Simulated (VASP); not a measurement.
# Y (C2/m) in VASP: further runs

Y is run at these levels: PBEsol; tasks: single point.

Program: VASP 6.6.1. These are calculated values, not measurements. Logs are shortened: lines on timing, memory, paths and dates and some standing lists are left out, and cuts for length are marked.

**1. The cell of the first run**

Symmetry: C2/m, No. 12, monoclinic system. Conventional cell: a = 6.325 Å, b = 3.651 Å, c = 5.748 Å, α = 90.00°, β = 91.72°, γ = 90.00°. Within 4.6 Å of Y (site symmetry m) lie 12 Y at 3.51 to 3.65 Å.

**2. Single point, PBEsol (strain -0.0300 x Voigt [0, 0, 0, 1, 0, 0])**

INCAR reads:

```
SYSTEM = Y
PREC = Accurate
ENCUT = 520
EDIFF = 1E-6
ISMEAR = 0
SIGMA = 0.15
LREAL = .False.
LASPH = .True.
NELM = 100
ALGO = Fast
ISIF = 2
LWAVE = .False.
LCHARG = .False.
GGA = PS
NBANDS = 18
```

KPOINTS reads:

```
regular mesh
0
Gamma
  18 18 8
  0 0 0
```

POSCAR reads:

```
Y
1.0
    3.6514992371      0.0000000000      0.0000000000
   -1.8257496185      3.1622911012     -0.0474343665
    0.0000000000     -0.0862110000      5.7474000000
Y
2
Direct
    0.3333333333      0.6666666667      0.2500000000
    0.6666666667      0.3333333333      0.7500000000
```

Potentials or basis: VASP PAW PBE potentials, release 64 (Y_sv).

The run is started by

```console
$ cat potpaw_PBE.64/Y_sv/POTCAR > POTCAR
$ mpirun -np 1 vasp_std > vasp.out
```

OUTCAR:

```text
SYSTEM = Y
   PREC = Accurate
   ENCUT = 520
   EDIFF = 1E-6
   ISMEAR = 0
   LREAL = .False.
   LASPH = .True.
   NELM = 100
   ISIF = 2
   GGA = PS

 ion  position               nearest neighbor table
   1  0.333  0.667  0.250-   2 3.51   2 3.54   2 3.54   2 3.59   2 3.59   2 3.62
   2  0.667  0.333  0.750-   1 3.51   1 3.54   1 3.54   1 3.59   1 3.59   1 3.62

  LATTYP: Found a base centered monoclinic cell.
 ALAT       =     6.3252936779
 B/A-ratio  =     0.5772853282
 C/A-ratio  =     0.9087398687
 COS(beta)  =    -0.0299932515

  Lattice vectors:

 A1 = (   1.8257496186,   3.1622911012,  -0.0474343665)
 A2 = (  -1.8257496185,   3.1622911012,  -0.0474343665)
 A3 = (   0.0000000000,  -0.0862110000,   5.7474000000)

Analysis of symmetry for initial positions (statically):
=====================================================================
 Subroutine PRICEL returns:
 Original cell was already a primitive cell.

 Routine SETGRP: Setting up the symmetry group for a
 base centered monoclinic supercell.

 Subroutine GETGRP returns: Found  4 space group operations
 (whereof  4 operations were pure point group operations)
 out of a pool of  4 trial point group operations.

The static configuration has the point symmetry C_2h.

Analysis of symmetry for dynamics (positions and initial velocities):
=====================================================================
 Subroutine PRICEL returns:
 Original cell was already a primitive cell.

 Routine SETGRP: Setting up the symmetry group for a
 base centered monoclinic supercell.

 Subroutine GETGRP returns: Found  4 space group operations
 (whereof  4 operations were pure point group operations)
 out of a pool of  4 trial point group operations.

The dynamic configuration has the point symmetry C_2h.

 Subroutine INISYM returns: Found  4 space group operations
 (whereof  4 operations are pure point group operations),
 and found     1 'primitive' translations

----------------------------------------------------------------------------------------

                                     Primitive cell

  volume of cell :      66.3509

  direct lattice vectors                    reciprocal lattice vectors
     3.651499237  0.000000000  0.000000000     0.273860115  0.158148794  0.002372232
    -1.825749618  3.162291101 -0.047434366     0.000000000  0.316297589  0.004744464
     0.000000000 -0.086211000  5.747400000     0.000000000  0.002610463  0.174030875

  length of vectors
     3.651499237  3.651807319  5.748046546     0.316253112  0.316333170  0.174050452

  position of ions in fractional coordinates (direct lattice)
     0.333333333  0.666666667  0.250000000
     0.666666667  0.333333333  0.750000000

  ion indices of the primitive-cell ions
   primitive index   ion index
                 1           1
                 2           2

----------------------------------------------------------------------------------------

 KPOINTS: regular mesh

Automatic generation of k-mesh.
 Grid dimensions read from file:
 generate k-points for:   18   18    8

 Generating k-lattice:

  Cartesian coordinates                     Fractional coordinates (reciprocal lattice)
     0.015214451  0.008786044  0.000131791     0.055555556  0.000000000  0.000000000
     0.000000000  0.017572088  0.000263581     0.000000000  0.055555556  0.000000000
     0.000000000  0.000326308  0.021753859     0.000000000  0.000000000  0.125000000

  Length of vectors
     0.017569617  0.017574065  0.021756307

  Shift w.r.t. Gamma in fractional coordinates (k-lattice)
     0.000000000  0.000000000  0.000000000

 Subroutine IBZKPT returns following result:
 ===========================================

 Found    695 irreducible k-points:

 Following reciprocal coordinates:
            Coordinates               Weight
  0.000000  0.000000  0.000000      1.000000
  0.055556 -0.000000  0.000000      4.000000
  0.111111 -0.000000  0.000000      4.000000
  0.166667 -0.000000  0.000000      4.000000
  0.222222 -0.000000 -0.000000      4.000000
  0.277778 -0.000000  0.000000      4.000000
[... 16 lines left out ...]
 -0.333333  0.055556  0.000000      4.000000
 -0.277778  0.055556  0.000000      4.000000
 [... further k-points ...]
   k-points           NKPTS =    695   k-points in BZ     NKDIM =    695   number of bands    NBANDS=     18
   number of dos      NEDOS =    301   number of ions     NIONS =      2
   total plane-waves  NPLWV =  37632
   dimension x,y,z NGX =    28 NGY =   28 NGZ =   48
   dimension x,y,z NGXF=    56 NGYF=   56 NGZF=   96
   ions per type =               2
   NGX,Y,Z   is equivalent  to a cutoff of  12.75, 12.75, 13.88 a.u.
   NGXF,Y,Z  is equivalent  to a cutoff of  25.50, 25.49, 27.77 a.u.
 SYSTEM =  Y
   PREC   = accura    normal or accurate (medium, high low for compatibility)
   ISTART =      0    job   : 0-new  1-cont  2-samecut
   ICHARG =      2    charge: 1-file 2-atom 10-const
   ISPIN  =      1    spin polarized calculation?
   LNONCOLLINEAR =      F non collinear calculations
   LSORBIT =      F    spin-orbit coupling
   LASPH  =      T    aspherical Exc in radial PAW
   ENCUT  =  520.0 eV  38.22 Ry    6.18 a.u.   6.79  6.79 10.69*2*pi/ulx,y,z
   NELM   =    100;   NELMIN=  2; NELMDL= -5     # of ELM steps
   EDIFF  = 0.1E-05   stopping-criterion for ELM
   LREAL  =      F    real-space projection
   EDIFFG = 0.1E-04   stopping-criterion for IOM
   NSW    =      0    number of steps for IOM
   IBRION =     -1    ionic relax: 0-MD 1-quasi-New 2-CG
   NFREE  =      0    steps in history (QN), initial steepest desc. (CG)
   ISIF   =      2    stress and relaxation
   ISYM   =      2    0-nonsym 1-usesym 2-fastsym
   POTIM  = 0.5000    time-step for ionic-motion
   TEBEG  =    0.0;   TEEND  =   0.0 temperature during run
   PSTRESS=    0.0 pullay stress
   NELECT =      22.0000    total number of electrons
   NUPDOWN=      -1.0000    fix difference up-down
   EMIN   =  10.00;   EMAX   =-10.00  energy-range for DOS
   EFERMI =   0.00;   METHOD = LEGACY
   ISMEAR =     0;   SIGMA  =   0.15  broadening in eV -4-tet -1-fermi 0-gaus
   EFERMI_NEDOS =   21; number of points for ismear=-14 and -15
   IALGO  =     68    algorithm
   IMIX   =      4    mixing-type and parameters
     AMIX     =   0.40;   BMIX     =  1.00
     AMIX_MAG =   1.60;   BMIX_MAG =  1.00
  volume/ion in A,a.u.               =      33.18       223.88
  Fermi-wavevector in a.u.,A,eV,Ry     =   1.133096  2.141241 17.468617  1.283907
  Thomas-Fermi vector in A             =   2.269798
   LORBIT       =      0    0 simple, 1 ext, 2 COOP (PROOUT), +10 PAW based schemes
   GGA     = PS    functional components
   LHFCALC =     F    Hartree Fock is set to
   AEXX    =    0.0000 exact exchange contribution
   IVDW    =     0    specifies the selected vdW correction
   LEPSILON=     F    determine dielectric tensor
   LRPA    =     F    only Hartree local field effects (RPA)
 non-spin polarized calculation
 RMM-DIIS sequential band-by-band and
 Gauss-broadening in eV      SIGMA  =   0.15
  energy-cutoff  :      520.00
  volume of cell :       66.35
 maximum number of plane-waves:      1804
   NGX = 13   NGY = 13   NGZ = 21

 number of electron      22.0000001 magnetization

 Free energy of the ion-electron system (eV)
  ---------------------------------------------------
  ext. energy  EPLUGINS =         0.00000000
  ---------------------------------------------------
  free energy    TOTEN  =       -13.62570281 eV

  energy without entropy =      -13.58037213  energy(sigma->0) =      -13.60303747

 E-fermi :   2.8363     XC(G=0):  -9.4945

 val. band max:        2.8349161412   @ k =   0.1111   0.2778  -0.0000
 cond. band min:       2.8383203868   @ k =   0.3889   0.0556   0.2500
 fundamental gap:      0.0034042456
 Fermi energy:         2.8362689841

 k-point     1 :       0.0000    0.0000    0.0000
  band No.  band energies     occupation
      1     -39.7862      2.00000
      2     -39.7157      2.00000
      3     -20.0732      2.00000
      4     -19.6070      2.00000
      5     -19.6064      2.00000
      6     -19.5221      2.00000
[... 10 lines left out ...]
     17       5.6099      0.00000
     18       5.6286      0.00000

 k-point     2 :       0.0556   -0.0000    0.0000
  band No.  band energies     occupation
      1     -39.7847      2.00000
      2     -39.7152      2.00000
      3     -20.0678      2.00000
      4     -19.6179      2.00000
      5     -19.6103      2.00000
      6     -19.5329      2.00000
[... 10 lines left out ...]
     17       5.5201      0.00000
     18       5.5672      0.00000

 k-point     3 :       0.1111   -0.0000    0.0000
  band No.  band energies     occupation
      1     -39.7804      2.00000
      2     -39.7136      2.00000
      3     -20.0520      2.00000
      4     -19.6498      2.00000
      5     -19.6210      2.00000
      6     -19.5661      2.00000
[... 10 lines left out ...]
     17       5.3881      0.00000
     18       5.4397      0.00000

 k-point     4 :       0.1667   -0.0000    0.0000
  band No.  band energies     occupation
      1     -39.7735      2.00000
      2     -39.7114      2.00000
      3     -20.0268      2.00000
      4     -19.6988      2.00000
      5     -19.6369      2.00000
      6     -19.6161      2.00000
[... 375 lines left out ...]
      4     -19.8882      2.00000
      5     -19.8194      2.00000
      6     -19.7038      2.00000
[... 10 lines left out ...]
     17       6.9615      0.00000
     18       7.3707      0.00000

 k-point    23 :      -0.3333    0.0556    0.0000
  band No.  band energies     occupation
      1     -39.7497      2.00000
      2     -39.7056      2.00000
      3     -19.9321      2.00000
      4     -19.8529      2.00000
      5     -19.7727      2.00000
      6     -19.6848      2.00000
[... 10 lines left out ...]
     17       6.3985      0.00000
     18       6.8528      0.00000

 k-point    24 :      -0.2778    0.0556    0.0000
  band No.  band energies     occupation
      1     -39.7594      2.00000
      2     -39.7074      2.00000
      3     -19.9718      2.00000
      4     -19.7910      2.00000
      5     -19.7200      2.00000
      6     -19.6605      2.00000
[... 10 lines left out ...]
     17       5.9403      0.00000
     18       6.3673      0.00000

 [... further k-points ...]

------------------------ aborting loop because EDIFF is reached ----------------------------------------

  FORCE on cell =-STRESS in cart. coord.  units (eV):
  Direction    XX          YY          ZZ          XY          YZ          ZX
  --------------------------------------------------------------------------------------
  -------------------------------------------------------------------------------------
  Total       -0.8785401     -0.8791598     -1.1556633     -0.0000000      0.2914522      0.0000000
  in kB      -21.2141383    -21.2291034    -27.9058443     -0.0000000      7.0377067      0.0000000
  external PRESSURE =     -23.4496953 kB  Pullay stress =       0.0000000 kB

 VOLUME and BASIS-vectors are now :
 -----------------------------------------------------------------------------
  energy-cutoff  :      520.00
  volume of cell :       66.35
      direct lattice vectors                 reciprocal lattice vectors
     3.651499237  0.000000000  0.000000000     0.273860115  0.158148794  0.002372232
    -1.825749618  3.162291101 -0.047434366     0.000000000  0.316297589  0.004744464
     0.000000000 -0.086211000  5.747400000     0.000000000  0.002610463  0.174030875

 POSITION                                       TOTAL-FORCE (eV/Angst)
 -----------------------------------------------------------------------------------
     -0.00000      2.08664      1.40523        -0.000000     -0.005174     -0.000075
      1.82575      0.98944      4.29474         0.000000      0.005174      0.000075
 -----------------------------------------------------------------------------------
    total drift:                                0.000000     -0.000000     -0.000000

  FREE ENERGIE OF THE ION-ELECTRON SYSTEM (eV)
  ---------------------------------------------------
  free  energy   TOTEN  =       -13.6257028097 eV

  energy  without entropy=      -13.5803721334  energy(sigma->0) =      -13.60303747
```

Wall time 12 min (1 thread of AMD EPYC 9R45 (Zen 5), shared host); peak memory 0.78 GiB.

What came out:

```
Free energy            : -13.6257 eV
Pressure               : -2.3 GPa
Largest force          : 0.005 eV/Å
Band gap on the k mesh : zero (bands 11 and 12 overlap by 1.39 eV)
```

Forces on the atoms (eV/Å):
```
Y    0.000 -0.005  0.000
Y    0.000  0.005  0.000
```

Caveat: the cell differs from its parent crystal (strain -0.0300 x Voigt [0, 0, 0, 1, 0, 0]); the PAW data sets were made with another functional, which shifts forces and pressure a little.

**3. Single point, PBEsol (strain +0.0150 x Voigt [0, 0, 0, 1, 0, 0])**

INCAR reads:

```
PREC = Accurate ; ENCUT = 520
EDIFF = 1E-6 ; ISMEAR = 0
SIGMA = 0.15 ; LREAL = F
LASPH = T ; NELM = 60
ALGO = Fast ; ISIF = 2
LWAVE = F ; LCHARG = F
GGA = PS ; NBANDS = 18
```

KPOINTS reads:

```
Automatic mesh
0
Gamma
  18 18 8
```

POSCAR reads:

```
Y
1.0
    3.6514992371      0.0000000000      0.0000000000
   -1.8257496185      3.1622911012      0.0237171833
    0.0000000000      0.0431055000      5.7474000000
Y
2
Direct
    0.3333333333      0.6666666667      0.2500000000
    0.6666666667      0.3333333333      0.7500000000
```

Potentials or basis: VASP PAW PBE potentials, release 64 (Y_sv).

The run is started by

```console
$ cat potpaw_PBE.64/Y_sv/POTCAR > POTCAR
$ mpirun -np 1 vasp_std > vasp.out
```

OUTCAR:

```text
PREC = Accurate
   ENCUT = 520
   EDIFF = 1E-6
   ISMEAR = 0
   LREAL = F
   LASPH = T
   NELM = 60
   ISIF = 2
   GGA = PS

 ion  position               nearest neighbor table
   1  0.333  0.667  0.250-   2 3.54   2 3.55   2 3.55   2 3.58   2 3.58   2 3.59
   2  0.667  0.333  0.750-   1 3.54   1 3.55   1 3.55   1 3.58   1 3.58   1 3.59

  LATTYP: Found a base centered monoclinic cell.
 ALAT       =     6.3247600788
 B/A-ratio  =     0.5773340319
 C/A-ratio  =     0.9087398687
[... 697 lines left out ...]

  FORCE on cell =-STRESS in cart. coord.  units (eV):
  Direction    XX          YY          ZZ          XY          YZ          ZX
  --------------------------------------------------------------------------------------
  -------------------------------------------------------------------------------------
  Total       -0.8756975     -0.8757971     -1.1707123     -0.0000000     -0.1458783     -0.0000000
  in kB      -21.1419313    -21.1443353    -28.2644602     -0.0000000     -3.5219342     -0.0000000
  external PRESSURE =     -23.5169089 kB  Pullay stress =       0.0000000 kB

 VOLUME and BASIS-vectors are now :
 -----------------------------------------------------------------------------
  energy-cutoff  :      520.00
  volume of cell :       66.36
      direct lattice vectors                 reciprocal lattice vectors
     3.651499237  0.000000000  0.000000000     0.273860115  0.158122105 -0.001185916
    -1.825749618  3.162291101  0.023717183     0.000000000  0.316244211 -0.002371832
     0.000000000  0.043105500  5.747400000     0.000000000 -0.001305011  0.174001506

 POSITION                                       TOTAL-FORCE (eV/Angst)
 -----------------------------------------------------------------------------------
     -0.00000      2.11897      1.45266        -0.000000     -0.001293      0.000008
      1.82575      1.08643      4.31846         0.000000      0.001293     -0.000008
 -----------------------------------------------------------------------------------
    total drift:                                0.000000     -0.000000     -0.000000

  FREE ENERGIE OF THE ION-ELECTRON SYSTEM (eV)
  ---------------------------------------------------
  free  energy   TOTEN  =       -13.6288142945 eV

  energy  without entropy=      -13.5835506757  energy(sigma->0) =      -13.60618249
```

It took 8.1 min on 1 thread of Intel Xeon 6975P-C (Granite Rapids), shared host; peak memory 0.82 GiB.

What came out:

| Property | Result |
| --- | --- |
| Free energy | -13.6288 eV |
| Pressure | -2.4 GPa |
| Band gap on the k mesh | zero (bands 11 and 12 overlap by 1.39 eV) |

Caveat: the cell differs from its parent crystal (strain +0.0150 x Voigt [0, 0, 0, 1, 0, 0]); the PAW data sets were made with another functional, which shifts forces and pressure a little.

**4. Single point, PBEsol (strain +0.0075 x Voigt [0, 0, 0, 1, 0, 0])**

INCAR reads:

```
SYSTEM = Y
PREC = Accurate
ENCUT = 520
EDIFF = 1E-6
ISMEAR = 0
SIGMA = 0.15
LREAL = .FALSE.
LASPH = .TRUE.
NELM = 80
ALGO = Fast
ISIF = 2
LWAVE = .FALSE.
LCHARG = .FALSE.
GGA = PS
NBANDS = 18
```

KPOINTS reads:

```
Automatic mesh
0
G
  18 18 8
  0 0 0
```

POSCAR reads:

```
Y
1.0
    3.6514992371      0.0000000000      0.0000000000
   -1.8257496185      3.1622911012      0.0118585916
    0.0000000000      0.0215527500      5.7474000000
Y
2
Direct
    0.3333333333      0.6666666667      0.2500000000
    0.6666666667      0.3333333333      0.7500000000
```

The run is started by

```console
$ cat potpaw_PBE.64/Y_sv/POTCAR > POTCAR
$ mpirun -np 1 vasp_std > vasp.out
```

Run time: 8.4 min. Hardware: 1 thread of Intel Xeon 6975P-C (Granite Rapids), shared host; peak memory 0.81 GiB.

Results (log left out):

```
Free energy            : -13.6296 eV
Pressure               : -2.4 GPa
Band gap on the k mesh : zero (bands 11 and 12 overlap by 1.40 eV)
```

Stress tensor (GPa, compression positive):
```
-2.11  0.00  0.00
 0.00 -2.11 -0.18
 0.00 -0.18 -2.84
```

Levels at points of the mesh, in eV from the Fermi level:
```csv
k point,band 8,band 9,band 10,band 11,band 12,band 13,band 14,band 15
"(0.00, 0.00, 0.00)",-22.33,-4.69,-1.86,0.85,1.74,1.74,2.00,2.33
"(0.50, 0.00, 0.00)",-22.41,-1.68,-1.17,-0.80,-0.10,1.36,1.47,2.02
"(0.00, 0.50, 0.00)",-22.41,-1.68,-1.17,-0.80,-0.10,1.36,1.47,2.02
"(0.00, 0.00, 0.50)",-22.40,-3.26,-3.26,0.93,0.93,1.66,1.66,1.66
"(0.50, 0.00, 0.50)",-22.47,-1.65,-1.64,0.06,0.07,1.34,1.37,2.75
"(0.00, 0.50, 0.50)",-22.47,-1.65,-1.64,0.05,0.08,1.33,1.39,2.74
```

Caveat: the cell differs from its parent crystal (strain +0.0075 x Voigt [0, 0, 0, 1, 0, 0]); the PAW data sets were made with another functional, which shifts forces and pressure a little.

**5. Overview**

```tsv
cell	gap on the mesh (eV)	pressure (GPa)
a = 3.651, b = 3.652, c = 5.748 Å, angles 91.5, 90.0, 120.0°, 2 atoms	none	-2.3
a = 3.651, b = 3.652, c = 5.748 Å, angles 89.3, 90.0, 120.0°, 2 atoms	none	-2.4
a = 3.651, b = 3.652, c = 5.747 Å, angles 89.6, 90.0, 120.0°, 2 atoms	none	-2.4
```

Alike in all rows: task single point; level PBEsol; potentials or basis VASP PAW PBE potentials, release 64 (Y_sv); no spin polarisation; k mesh 18 × 18 × 8; cutoff (eV) 520; smearing gaussian 0.15 eV.

Caveats: the PAW data sets were made with another functional, which shifts forces and pressure a little.

Absolute energies hang on the potentials; compare differences alone.
